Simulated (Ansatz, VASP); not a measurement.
## One calculation of BaTe, two programs

```
Ba Te
1.0
     0.00000    3.41000    3.41000
     3.41000    0.00000    3.41000
     3.41000    3.41000    0.00000
Ba Te
1 1
Direct
  0.00000 0.00000 0.00000
  0.50000 0.50000 0.50000
```

Alike in both runs: task relaxation of cell and atoms; functional PBE; k mesh 8 × 8 × 8; occupations fermi-dirac, width 0.02 eV; no spin polarisation.

|  | VASP | Ansatz |
| --- | --- | --- |
| version | VASP 6.6.1 | Ansatz 0.2.0 |
| potentials or method | VASP PAW PBE potentials, release 64 (Ba_sv, Te), cutoff 600 eV | PAW plane waves |
| valence electrons in the cell | 16 | 26 |

Ansatz gave:

| Property | Result |
| --- | --- |
| gap on the k mesh at the Fermi level, each at its own relaxed structure (eV) | 1.66 |
| relaxed volume (Å³/atom) | 44.10 |
| relaxed cell length with the largest relative difference (Å) | 4.996 |

Question: Which values does VASP return?

Answer: gap on the k mesh at the Fermi level, each at its own relaxed structure (eV): 1.60; relaxed volume (Å³/atom): 44.50; relaxed cell length with the largest relative difference (Å): 5.011.

VASP's potentials hold 16 valence electrons a cell and Ansatz's 26, so a difference there can come from the potentials and not from the codes.

Spin-orbit coupling is off throughout.
